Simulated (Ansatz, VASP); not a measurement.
One calculation of AlCo, two programs

```
CELL_PARAMETERS angstrom
2.81940 0.00000 0.00000
0.00000 2.81940 0.00000
0.00000 0.00000 2.81940
ATOMIC_POSITIONS crystal
Al 0.00000 0.00000 0.00000
Co 0.44984 0.44984 0.50000
```

Alike in both runs: task single point; functional PBEsol; k mesh 16 × 16 × 16; occupations gaussian, width 0.15 eV; no spin polarisation.

|  | VASP | Ansatz |
| --- | --- | --- |
| version | VASP 6.6.1 | Ansatz 0.2.0 |
| potentials or method | VASP PAW PBE potentials, release 64 (Al, Co), cutoff 520 eV | scalar-relativistic, plane waves, PAW |
| valence electrons in the cell | 12 | 20 |

VASP gave:

```
gap on the k mesh at the Fermi level (eV)                     : none
pressure (GPa)                                                : 3.6
traceless stress, the component that is largest in VASP (GPa) : 3.72
rms of the force components (eV/Å)                            : 0.982
```

Problem. Estimate Ansatz's values.

Solution. gap on the k mesh at the Fermi level (eV): none; pressure (GPa): 4.0; traceless stress, the component that is largest in VASP (GPa): 3.69; rms of the force components (eV/Å): 0.975.

VASP's potentials were made for PBE, not for PBEsol. Atom by atom the forces differ by 0.007 eV/Å (rms over components). A gap of «none» marks a metal or a gap that the smearing closes. VASP's potentials hold 12 valence electrons a cell and Ansatz's 20, so a difference there can come from the potentials and not from the codes.
